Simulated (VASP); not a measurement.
Set up this calculation in VASP 6.6.1, as the native input.

```yaml
Task: single point
Functional: r2SCAN
Potentials_or_basis: VASP PAW PBE potentials, release 64 (Ta_pv)
Cutoff: 520 eV
k_mesh: 7 × 7 × 1
Occupations: gaussian, width 0.01 eV
Spin: no spin polarisation
Dipole_correction: yes
Further_INCAR_settings: ALGO = Normal; EDIFF = 1e-06; NBANDS = 30
```

Ta, a slab with vacuum:

```xyz
4
Lattice="2.9004 0.0000 0.0000 -1.4502 2.5118 0.0000 0.0000 0.0000 23.7494" Properties=species:S:1:pos:R:3 pbc="T T T"
Ta    1.4502    0.8373   10.5831
Ta    0.0000    1.6745    8.0000
Ta    1.4502    0.8373   15.7494
Ta    0.0000    1.6745   13.1663
```

These files were run (other wordings do the same):

POSCAR

```
Ta
1.0
    2.9003720700      0.0000000000      0.0000000000
   -1.4501860400      2.5117959000      0.0000000000
    0.0000000000      0.0000000000     23.7494110000
Ta
4
Direct
    0.6666666700      0.3333333300      0.4456168197
    0.3333333300      0.6666666700      0.3368504592
    0.6666666700      0.3333333300      0.6631495408
    0.3333333300      0.6666666700      0.5543831803
```

INCAR.step1

```
SYSTEM = Ta
  ALGO = Normal
  DIPOL = 0.5 0.5 0.500
  EDIFF = 1E-4
  ENCUT = 520
  GGA = PE
  IDIPOL = 3
  ISMEAR = 0
  LASPH = .True.
  LCHARG = .False.
  LDIPOL = .True.
  LREAL = .False.
  LWAVE = .True.
  NBANDS = 30
  NELM = 80
  PREC = Accurate
  SIGMA = 0.01
```

INCAR.step2

```
SYSTEM = Ta
  ALGO = Normal
  DIPOL = 0.5 0.5 0.500
  EDIFF = 1E-6
  ENCUT = 520
  IDIPOL = 3
  ISIF = 2
  ISMEAR = 0
  ISTART = 1
  LASPH = .True.
  LCHARG = .True.
  LDIPOL = .True.
  LELF = .True.
  LMIXTAU = .True.
  LREAL = .False.
  LVACPOTAV = .True.
  LVHAR = .True.
  LWAVE = .False.
  METAGGA = R2SCAN
  NBANDS = 30
  NELM = 80
  PREC = Accurate
  SIGMA = 0.01
```

KPOINTS

```
k-points
0
Gamma
  7 7 1
  0 0 0
```

Potentials or basis: VASP PAW PBE potentials, release 64 (Ta_pv).

The run is started by

```console
$ cat potpaw_PBE.64/Ta_pv/POTCAR > POTCAR
$ cp INCAR.step1 INCAR
$ mpirun -np 1 vasp_std > vasp.out
$ cp INCAR.step2 INCAR
$ mpirun -np 1 vasp_std > vasp.out
```

Results of the run:

| Quantity | Value |
| --- | --- |
| Largest force | 0.613 eV/Å |
| Band gap on the k mesh | zero (band 22 reaches 0.30 eV, above the bottom of band 23 at -0.62 eV) |

Caveat: the PAW data sets were made with another functional, which shifts forces and pressure a little; spin-orbit coupling is left out, which moves the levels of the heavy elements.

Wall time 4.8 min on 1 thread of Intel Xeon 6975P-C, with other jobs on the host, peak memory 0.35 GiB.
